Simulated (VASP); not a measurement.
# P (P4/mmm) in VASP: further runs

Runs on P. Level: PBEsol+D3(BJ). Tasks: single point.

Everything below comes from runs of VASP 6.6.1. Logs are shortened: lines on timing, memory, paths and dates and some standing lists are left out, and cuts for length are marked.

## 1. The cell of the first run

The structure is tetragonal, space group P4/mmm (No. 123). The conventional cell has a = 4.401 Å, b = 4.401 Å, c = 4.312 Å, α = 90.00°, β = 90.00°, γ = 90.00°. Within 5.7 Å of P (site symmetry 4/mmm) lie 6 P at 4.31 to 4.40 Å.

## 2. Single point, PBEsol+D3(BJ) (strain +0.030 along x and y, -0.015 along z)

INCAR reads:

```
SYSTEM = P
PREC     = Accurate       ! precision mode
ENCUT    = 520            ! plane-wave cutoff, eV
EDIFF    = 1E-6           ! SCF threshold, eV
ISMEAR   = 0              ! smearing method
SIGMA    = 0.15           ! smearing width, eV
LREAL    = .False.        ! projectors in reciprocal space
LASPH    = .True.         ! aspherical terms in the spheres
NELM     = 100            ! most SCF steps
ALGO     = Normal         ! electronic algorithm
ISIF     = 2              ! what is computed and relaxed
LWAVE    = .False.        ! write WAVECAR
LCHARG   = .False.        ! write CHGCAR
GGA      = PS             ! functional
IVDW     = 12             ! dispersion correction
NBANDS   = 8              ! bands
```

KPOINTS reads:

```
regular mesh
0
Gamma
  12 12 12
  0 0 0
```

POSCAR reads:

```
P
1.0
    4.4010920031      0.0000000000      0.0000000000
    0.0000000000      4.4010920031      0.0000000000
    0.0000000000      0.0000000000      4.3123300000
P
1
Direct
    0.0000000000      0.0000000000      0.0000000000
```

Potentials or basis: VASP PAW PBE potentials, release 64 (P).

Run with:

```sh
cat potpaw_PBE.64/P/POTCAR > POTCAR
mpirun -np 1 vasp_std > vasp.out
```

OUTCAR:

```text
SYSTEM = P
   PREC = Accurate
   ENCUT = 520
   EDIFF = 1E-6
   ISMEAR = 0
   LREAL = .False.
   LASPH = .True.
   NELM = 100
   ISIF = 2
   GGA = PS
   IVDW = 12
 IVDW          = 12

 ion  position               nearest neighbor table
   1  0.000  0.000  0.000-

  LATTYP: Found a simple tetragonal cell.
 ALAT       =     4.4010920031
 C/A-ratio  =     0.9798318229

  Lattice vectors:

 A1 = (   4.4010920031,   0.0000000000,   0.0000000000)
 A2 = (   0.0000000000,   4.4010920031,   0.0000000000)
 A3 = (   0.0000000000,   0.0000000000,   4.3123300000)

Analysis of symmetry for initial positions (statically):
=====================================================================
 Subroutine PRICEL returns:
 Original cell was already a primitive cell.

 Routine SETGRP: Setting up the symmetry group for a
 simple tetragonal supercell.

 Subroutine GETGRP returns: Found 16 space group operations
 (whereof 16 operations were pure point group operations)
 out of a pool of 16 trial point group operations.

The static configuration has the point symmetry D_4h.

Analysis of symmetry for dynamics (positions and initial velocities):
=====================================================================
 Subroutine PRICEL returns:
 Original cell was already a primitive cell.

 Routine SETGRP: Setting up the symmetry group for a
 simple tetragonal supercell.

 Subroutine GETGRP returns: Found 16 space group operations
 (whereof 16 operations were pure point group operations)
 out of a pool of 16 trial point group operations.

The dynamic configuration has the point symmetry D_4h.

 Subroutine INISYM returns: Found 16 space group operations
 (whereof 16 operations are pure point group operations),
 and found     1 'primitive' translations

----------------------------------------------------------------------------------------

                                     Primitive cell

  volume of cell :      83.5282

  direct lattice vectors                    reciprocal lattice vectors
     4.401092003  0.000000000  0.000000000     0.227216336  0.000000000  0.000000000
     0.000000000  4.401092003  0.000000000     0.000000000  0.227216336  0.000000000
     0.000000000  0.000000000  4.312330000     0.000000000  0.000000000  0.231893199

  length of vectors
     4.401092003  4.401092003  4.312330000     0.227216336  0.227216336  0.231893199

  position of ions in fractional coordinates (direct lattice)
     0.000000000  0.000000000  0.000000000

  ion indices of the primitive-cell ions
   primitive index   ion index
                 1           1

----------------------------------------------------------------------------------------

 KPOINTS: regular mesh

Automatic generation of k-mesh.
 Grid dimensions read from file:
 generate k-points for:   12   12   12

 Generating k-lattice:

  Cartesian coordinates                     Fractional coordinates (reciprocal lattice)
     0.018934695  0.000000000  0.000000000     0.083333333  0.000000000  0.000000000
     0.000000000  0.018934695  0.000000000     0.000000000  0.083333333  0.000000000
     0.000000000  0.000000000  0.019324433     0.000000000  0.000000000  0.083333333

  Length of vectors
     0.018934695  0.018934695  0.019324433

  Shift w.r.t. Gamma in fractional coordinates (k-lattice)
     0.000000000  0.000000000  0.000000000

 Subroutine IBZKPT returns following result:
 ===========================================

 Found    196 irreducible k-points:

 Following reciprocal coordinates:
            Coordinates               Weight
  0.000000  0.000000  0.000000      1.000000
  0.083333  0.000000  0.000000      4.000000
  0.166667  0.000000  0.000000      4.000000
  0.250000  0.000000  0.000000      4.000000
  0.333333  0.000000  0.000000      4.000000
  0.416667  0.000000  0.000000      4.000000
[... 16 lines left out ...]
  0.333333  0.333333  0.000000      4.000000
  0.416667  0.333333  0.000000      8.000000
 [... further k-points ...]
   k-points           NKPTS =    196   k-points in BZ     NKDIM =    196   number of bands    NBANDS=      8
   number of dos      NEDOS =    301   number of ions     NIONS =      1
   total plane-waves  NPLWV =  41472
   dimension x,y,z NGX =    36 NGY =   36 NGZ =   32
   dimension x,y,z NGXF=    72 NGYF=   72 NGZF=   64
   ions per type =               1
   NGX,Y,Z   is equivalent  to a cutoff of  13.60, 13.60, 12.34 a.u.
   NGXF,Y,Z  is equivalent  to a cutoff of  27.20, 27.20, 24.67 a.u.
 SYSTEM =  P
   PREC   = accura    normal or accurate (medium, high low for compatibility)
   ISTART =      0    job   : 0-new  1-cont  2-samecut
   ICHARG =      2    charge: 1-file 2-atom 10-const
   ISPIN  =      1    spin polarized calculation?
   LNONCOLLINEAR =      F non collinear calculations
   LSORBIT =      F    spin-orbit coupling
   LASPH  =      T    aspherical Exc in radial PAW
   ENCUT  =  520.0 eV  38.22 Ry    6.18 a.u.   8.18  8.18  8.02*2*pi/ulx,y,z
   NELM   =    100;   NELMIN=  2; NELMDL= -5     # of ELM steps
   EDIFF  = 0.1E-05   stopping-criterion for ELM
   LREAL  =      F    real-space projection
   EDIFFG = 0.1E-04   stopping-criterion for IOM
   NSW    =      0    number of steps for IOM
   IBRION =     -1    ionic relax: 0-MD 1-quasi-New 2-CG
   NFREE  =      0    steps in history (QN), initial steepest desc. (CG)
   ISIF   =      2    stress and relaxation
   ISYM   =      2    0-nonsym 1-usesym 2-fastsym
   POTIM  = 0.5000    time-step for ionic-motion
   TEBEG  =    0.0;   TEEND  =   0.0 temperature during run
   PSTRESS=    0.0 pullay stress
   NELECT =       5.0000    total number of electrons
   NUPDOWN=      -1.0000    fix difference up-down
   EMIN   =  10.00;   EMAX   =-10.00  energy-range for DOS
   EFERMI =   0.00;   METHOD = LEGACY
   ISMEAR =     0;   SIGMA  =   0.15  broadening in eV -4-tet -1-fermi 0-gaus
   EFERMI_NEDOS =   21; number of points for ismear=-14 and -15
   IALGO  =     38    algorithm
   IMIX   =      4    mixing-type and parameters
     AMIX     =   0.40;   BMIX     =  1.00
     AMIX_MAG =   1.60;   BMIX_MAG =  1.00
  volume/ion in A,a.u.               =      83.53       563.68
  Fermi-wavevector in a.u.,A,eV,Ry     =   0.640404  1.210188  5.579980  0.410117
  Thomas-Fermi vector in A             =   1.706400
   LORBIT       =      0    0 simple, 1 ext, 2 COOP (PROOUT), +10 PAW based schemes
   GGA     = PS    functional components
   LHFCALC =     F    Hartree Fock is set to
   AEXX    =    0.0000 exact exchange contribution
   IVDW    =    12    specifies the selected vdW correction
   LEPSILON=     F    determine dielectric tensor
   LRPA    =     F    only Hartree local field effects (RPA)
 non-spin polarized calculation
 Gauss-broadening in eV      SIGMA  =   0.15
  energy-cutoff  :      520.00
  volume of cell :       83.53
 maximum number of plane-waves:      2284
 NGX is ok and might be reduce to    36
   NGX = 17   NGY = 17   NGZ = 17

 number of electron       4.9999999 magnetization

 Free energy of the ion-electron system (eV)
  ---------------------------------------------------
  ext. energy  EPLUGINS =         0.00000000
  ---------------------------------------------------
  free energy    TOTEN  =        -1.10611649 eV

  energy without entropy =       -1.06494072  energy(sigma->0) =       -1.08552861

 E-fermi :  -3.1876     XC(G=0):  -4.9152

 val. band max:       -3.1890372265   @ k =   0.4167   0.0833   0.2500
 cond. band min:      -3.1873522569   @ k =   0.2500   0.1667   0.3333
 fundamental gap:      0.0016849696
 Fermi energy:        -3.1875798650

 k-point     1 :       0.0000    0.0000    0.0000
  band No.  band energies     occupation
      1     -11.8901      2.00000
      2      -2.7377      0.00002
      3      -2.7377      0.00002
      4      -2.6501      0.00000
      5       1.4027      0.00000
      6       4.2389      0.00000
      7       4.3097      0.00000
      8       8.7847      0.00000

 k-point     2 :       0.0833    0.0000    0.0000
  band No.  band energies     occupation
      1     -11.8814      2.00000
      2      -2.8403      0.00106
      3      -2.7298      0.00002
      4      -2.6425      0.00000
      5       1.5137      0.00000
      6       4.3070      0.00000
      7       4.3693      0.00000
      8       8.2259      0.00000

 k-point     3 :       0.1667    0.0000    0.0000
  band No.  band energies     occupation
      1     -11.8576      2.00000
      2      -3.0962      0.38913
      3      -2.7079      0.00001
      4      -2.6215      0.00000
      5       1.7997      0.00000
      6       4.4198      0.00000
      7       4.5854      0.00000
      8       7.6233      0.00000

 k-point     4 :       0.2500    0.0000    0.0000
  band No.  band energies     occupation
      1     -11.8243      2.00000
      2      -3.4039      1.95861
      3      -2.6776      0.00000
      4      -2.5923      0.00000
      5       2.1783      0.00000
      6       4.5686      0.00000
      7       4.7758      0.00000
      8       7.0934      0.00000

 k-point     5 :       0.3333    0.0000    0.0000
  band No.  band energies     occupation
      1     -11.7903      2.00000
      2      -3.6776      2.00000
      3      -2.6466      0.00000
      4      -2.5626      0.00000
      5       2.5943      0.00000
      6       4.7004      0.00000
      7       4.7401      0.00000
      8       6.6882      0.00000
[... 177 lines left out ...]
 k-point    22 :       0.5000    0.2500    0.0000
  band No.  band energies     occupation
      1     -11.6945      2.00000
      2      -3.8065      2.00000
      3      -3.1975      1.07419
      4      -2.4804      0.00000
      5       3.3838      0.00000
      6       4.0529      0.00000
      7       5.6971      0.00000
      8       6.1541      0.00000

 k-point    23 :       0.3333    0.3333    0.0000
  band No.  band energies     occupation
      1     -11.6959      2.00000
      2      -3.5402      1.99911
      3      -3.4741      1.99309
      4      -2.4817      0.00000
      5       3.1407      0.00000
      6       4.2776      0.00000
      7       5.9036      0.00000
      8       6.1721      0.00000

 k-point    24 :       0.4167    0.3333    0.0000
  band No.  band energies     occupation
      1     -11.6719      2.00000
      2      -3.6826      2.00000
      3      -3.4610      1.99005
      4      -2.4613      0.00000
      5       3.0659      0.00000
      6       4.3651      0.00000
      7       6.0352      0.00000
      8       6.2347      0.00000

 [... further k-points ...]

------------------------ aborting loop because EDIFF is reached ----------------------------------------

 Edisp (eV)   -0.07664

 E8    (eV) :    -0.0451

  FORCE on cell =-STRESS in cart. coord.  units (eV):
  Direction    XX          YY          ZZ          XY          YZ          ZX
  --------------------------------------------------------------------------------------
  -------------------------------------------------------------------------------------
  Total      -1.85249    -1.85249    -2.02269     0.00000     0.00000     0.00000
  in kB     -35.53321   -35.53321   -38.79780     0.00000     0.00000     0.00000
  external pressure =      -36.62 kB  Pullay stress =        0.00 kB

 VOLUME and BASIS-vectors are now :
 -----------------------------------------------------------------------------
  energy-cutoff  :      520.00
  volume of cell :       83.53
      direct lattice vectors                 reciprocal lattice vectors
     4.401092003  0.000000000  0.000000000     0.227216336  0.000000000  0.000000000
     0.000000000  4.401092003  0.000000000     0.000000000  0.227216336  0.000000000
     0.000000000  0.000000000  4.312330000     0.000000000  0.000000000  0.231893199

 POSITION                                       TOTAL-FORCE (eV/Angst)
 -----------------------------------------------------------------------------------
      0.00000      0.00000      0.00000         0.000000      0.000000      0.000000
 -----------------------------------------------------------------------------------
    total drift:                                0.000000      0.000000     -0.000000

  FREE ENERGIE OF THE ION-ELECTRON SYSTEM (eV)
  ---------------------------------------------------
  free  energy   TOTEN  =        -1.1827611827 eV

  energy  without entropy=       -1.1415854111  energy(sigma->0) =       -1.16217330
```

Wall time 67 s (1 thread of Intel Xeon Platinum 8488C (Sapphire Rapids), shared host); peak memory 0.26 GiB.

Results:

```
Free energy                : -1.1828 eV
Pressure                   : -3.7 GPa
Band gap on the k mesh     : zero (an odd number of electrons rules out a gap without spin polarisation)
Dispersion energy per atom : -0.077 eV
```

Caveat: the cell differs from its parent crystal (strain +0.030 along x and y, -0.015 along z); the cell stands under tension; the PAW data sets were made with another functional, which shifts forces and pressure a little.

## 3. Single point, PBEsol+D3(BJ) (strain +0.015 along x and y, +0.015 along z)

INCAR reads:

```
SYSTEM = P
  PREC = Accurate
  ENCUT = 520
  EDIFF = 1E-6
  ISMEAR = 0
  SIGMA = 0.15
  LREAL = .FALSE.
  LASPH = .TRUE.
  NELM = 80
  ALGO = Normal
  ISIF = 2
  LWAVE = .FALSE.
  LCHARG = .TRUE.
  GGA = PS
  IVDW = 12
  LELF = .TRUE.
  LVHAR = .TRUE.
  NBANDS = 8
```

KPOINTS reads:

```
regular mesh
0
G
  12 12 12
  0 0 0
```

POSCAR reads:

```
P
1.0
    4.3369984303      0.0000000000      0.0000000000
    0.0000000000      4.3369984303      0.0000000000
    0.0000000000      0.0000000000      4.4436700000
P
1
Direct
    0.0000000000      0.0000000000      0.0000000000
```

Potentials or basis: VASP PAW PBE potentials, release 64 (P).

Run with:

```sh
cat potpaw_PBE.64/P/POTCAR > POTCAR
mpirun -np 1 vasp_std > vasp.out
```

Run time: 61 s. Hardware: 1 thread of Intel Xeon Platinum 8488C (Sapphire Rapids), shared host; peak memory 0.26 GiB.

It converged, with:

* Free energy: -1.1820 eV
* Pressure: -3.7 GPa
* Band gap on the k mesh: zero (an odd number of electrons rules out a gap without spin polarisation)
* Dispersion energy per atom: -0.077 eV

Stress tensor (GPa, compression positive):
```
-3.79  0.00  0.00
 0.00 -3.79  0.00
 0.00  0.00 -3.40
```

Levels at points of the mesh, in eV from the Fermi level:
```csv
k point,band 1,band 2,band 3,band 4,band 5,band 6,band 7
"(0.00, 0.00, 0.00)",-8.70,0.41,0.51,0.51,4.59,7.42,7.50
"(0.50, 0.00, 0.00)",-8.55,-0.77,0.55,0.65,6.43,7.44,8.14
"(0.50, 0.50, 0.00)",-8.41,-0.49,-0.49,0.67,5.90,8.02,9.54
"(0.00, 0.00, 0.50)",-8.58,-0.72,0.62,0.62,6.39,7.36,8.11
"(0.50, 0.00, 0.50)",-8.44,-0.53,-0.45,0.74,5.88,8.02,9.46
"(0.50, 0.50, 0.50)",-8.30,-0.30,-0.30,-0.22,6.87,6.96,6.96
```

Caveat: the cell differs from its parent crystal (strain +0.015 along x and y, +0.015 along z); the cell stands under tension; the PAW data sets were made with another functional, which shifts forces and pressure a little.

## 4. Single point, PBEsol+D3(BJ) (strain +0.030 along x and y, +0.000 along z)

INCAR reads:

```
PREC     = Accurate       # precision mode
ENCUT    = 520            # plane-wave cutoff, eV
EDIFF    = 1E-7           # SCF threshold, eV
ISMEAR   = 0              # smearing method
SIGMA    = 0.15           # smearing width, eV
LREAL    = F              # projectors in reciprocal space
LASPH    = T              # aspherical terms in the spheres
NELM     = 60             # most SCF steps
ALGO     = Normal         # electronic algorithm
ISIF     = 2              # what is computed and relaxed
LWAVE    = F              # write WAVECAR
LCHARG   = T              # write CHGCAR
GGA      = PS             # functional
IVDW     = 12             # dispersion correction
LELF     = T              # ELF
LVHAR    = T            
NBANDS   = 8              # bands
```

KPOINTS reads:

```
Automatic mesh
0
Gamma
  12 12 12
```

POSCAR reads:

```
P
1.0
    4.4010920031      0.0000000000      0.0000000000
    0.0000000000      4.4010920031      0.0000000000
    0.0000000000      0.0000000000      4.3780000000
P
1
Direct
    0.0000000000      0.0000000000      0.0000000000
```

Run with:

```sh
cat potpaw_PBE.64/P/POTCAR > POTCAR
mpirun -np 1 vasp_std > vasp.out
```

Wall time 82 s (1 thread of Intel Xeon Platinum 8488C (Sapphire Rapids), shared host); peak memory 0.27 GiB.

Results (log left out):

| Item | Value |
| --- | --- |
| Free energy | -1.1532 eV |
| Pressure | -3.5 GPa |
| Band gap on the k mesh | zero (an odd number of electrons rules out a gap without spin polarisation) |
| Dispersion energy per atom | -0.075 eV |

Stress tensor (GPa, compression positive):
```
-3.51  0.00  0.00
 0.00 -3.51  0.00
 0.00  0.00 -3.59
```

Levels at points of the mesh, in eV from the Fermi level:
| k point | band 1 | band 2 | band 3 | band 4 | band 5 | band 6 |
| --- | --- | --- | --- | --- | --- | --- |
| (0.00, 0.00, 0.00) | -8.69 | 0.46 | 0.46 | 0.48 | 4.58 | 7.45 |
| (0.50, 0.00, 0.00) | -8.56 | -0.73 | 0.58 | 0.60 | 6.38 | 7.37 |
| (0.50, 0.50, 0.00) | -8.43 | -0.48 | -0.48 | 0.71 | 5.89 | 7.98 |
| (0.00, 0.00, 0.50) | -8.55 | -0.74 | 0.59 | 0.59 | 6.39 | 7.39 |
| (0.50, 0.00, 0.50) | -8.43 | -0.49 | -0.47 | 0.69 | 5.90 | 7.99 |
| (0.50, 0.50, 0.50) | -8.31 | -0.28 | -0.26 | -0.26 | 6.93 | 6.93 |

Caveat: the cell differs from its parent crystal (strain +0.030 along x and y, +0.000 along z); the cell stands under tension; the PAW data sets were made with another functional, which shifts forces and pressure a little.

## 5. Single point, PBEsol+D3(BJ) (strain +0.015 along x and y, +0.030 along z)

INCAR reads:

```
ALGO = Normal ; EDIFF = 1E-6
ENCUT = 520 ; GGA = PS
ISIF = 2 ; ISMEAR = 0
IVDW = 12 ; LASPH = True
LCHARG = False ; LREAL = False
LWAVE = False ; NBANDS = 8
NELM = 60 ; PREC = Accurate
SIGMA = 0.15
```

KPOINTS reads:

```
k-points
0
Gamma
  12 12 12
```

POSCAR reads:

```
P
1.0
    4.3369984303      0.0000000000      0.0000000000
    0.0000000000      4.3369984303      0.0000000000
    0.0000000000      0.0000000000      4.5093400000
P
1
Direct
    0.0000000000      0.0000000000      0.0000000000
```

Run with:

```sh
cat potpaw_PBE.64/P/POTCAR > POTCAR
mpirun -np 1 vasp_std > vasp.out
```

Wall time 52 s (1 thread of Intel Xeon Platinum 8488C (Sapphire Rapids), shared host); peak memory 0.26 GiB.

It converged, with:

```
Free energy                : -1.1569 eV
Pressure                   : -3.5 GPa
Band gap on the k mesh     : zero (an odd number of electrons rules out a gap without spin polarisation)
Dispersion energy per atom : -0.075 eV
```

Stress tensor (GPa, compression positive):
```
-3.74  0.00  0.00
 0.00 -3.74  0.00
 0.00  0.00 -3.13
```

Levels at points of the mesh, in eV from the Fermi level:
| k point | band 1 | band 2 | band 3 | band 4 | band 5 | band 6 | band 7 |
| --- | --- | --- | --- | --- | --- | --- | --- |
| (0.00, 0.00, 0.00) | -8.70 | 0.36 | 0.52 | 0.52 | 4.58 | 7.39 | 7.52 |
| (0.50, 0.00, 0.00) | -8.54 | -0.76 | 0.50 | 0.65 | 6.41 | 7.42 | 8.14 |
| (0.50, 0.50, 0.00) | -8.40 | -0.49 | -0.49 | 0.63 | 5.91 | 8.00 | 9.51 |
| (0.00, 0.00, 0.50) | -8.59 | -0.69 | 0.62 | 0.62 | 6.34 | 7.29 | 8.08 |
| (0.50, 0.00, 0.50) | -8.44 | -0.54 | -0.41 | 0.74 | 5.89 | 7.98 | 9.36 |
| (0.50, 0.50, 0.50) | -8.31 | -0.31 | -0.31 | -0.19 | 6.84 | 6.98 | 6.98 |

Caveat: the cell differs from its parent crystal (strain +0.015 along x and y, +0.030 along z); the cell stands under tension; the PAW data sets were made with another functional, which shifts forces and pressure a little.

(Continued in part 2 of 2.)
